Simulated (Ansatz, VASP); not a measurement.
## One calculation of Cu, two programs

INCAR

```
PREC     = Accurate       # precision mode
ENCUT    = 600            # plane-wave cutoff, eV
EDIFF    = 1E-7           # SCF threshold, eV
ISMEAR   = 0              # smearing method
SIGMA    = 0.1            # smearing width, eV
LREAL    = F              # projectors in reciprocal space
LASPH    = T              # aspherical terms in the spheres
NELM     = 120            # most SCF steps
ALGO     = Normal         # electronic algorithm
ISIF     = 3              # what is computed and relaxed
LWAVE    = F              # write WAVECAR
LCHARG   = F              # write CHGCAR
GGA      = PE             # functional
IBRION   = 2              # ionic algorithm
NSW      = 100            # ionic steps
EDIFFG   = -0.002         # ionic threshold
GGA_COMPAT= F            
NELMIN   = 4
```

Contents of KPOINTS:

```
Automatic mesh
0
Gamma
  20 20 20
```

Contents of POSCAR:

```
Cu
1.0
    0.0000000000      1.8133626053      1.8133626053
    1.8133626053      0.0000000000      1.8133626053
    1.8133626053      1.8133626053      0.0000000000
Cu
1
Direct
    0.0000000000      0.0000000000      0.0000000000
```

Input for Ansatz:

```yaml
crystal:
  lattice:
    - [0.0, 1.8133626053, 1.8133626053]
    - [1.8133626053, 0.0, 1.8133626053]
    - [1.8133626053, 1.8133626053, 0.0]
  atoms:
    - { symbol: Cu, position: [0.0, 0.0, 0.0] }
basis:
  ecutwfc: 600.0
kpoints:
  mp_grid: { grid: [20, 20, 20] }
hamiltonian:
  xc: pbe
  pseudopotentials: { kind: paw, azcp: { folder: soft_1 } }
scf:
  occupations: { method: gaussian, width: 0.1 }
output:
  forces: true
  stress: true
  eigenvalues: true
  write_density: true
  write_potential: true
  elf: true
  volumetric_format: npy
relax:
  adjacent_minimum: "off"
  f_tol: 0.002
  max_steps: 80
  cell: { stress_tol: 0.02 }
```

Alike in both runs: task relaxation of cell and atoms; functional PBE; k mesh 20 × 20 × 20; occupations gaussian, width 0.1 eV; no spin polarisation.

|  | VASP | Ansatz |
| --- | --- | --- |
| version | VASP 6.6.1 | Ansatz 0.2.0 |
| potentials or method | VASP PAW PBE potentials, release 64 (Cu), cutoff 600 eV | scalar-relativistic, plane waves, PAW |
| valence electrons in the cell | 11 | 19 |

```csv
,VASP,Ansatz,Ansatz less VASP
"gap on the k mesh at the Fermi level, each at its own relaxed structure (eV)",none,none,-
relaxed volume (Å³/atom),12.01,11.95,-0.060
relaxed cell length with the largest relative difference (Å),2.570,2.566,-0.0043
```

A gap of «none» marks a metal or a gap that the smearing closes. VASP's potentials hold 11 valence electrons a cell and Ansatz's 19, so a difference there can come from the potentials and not from the codes.
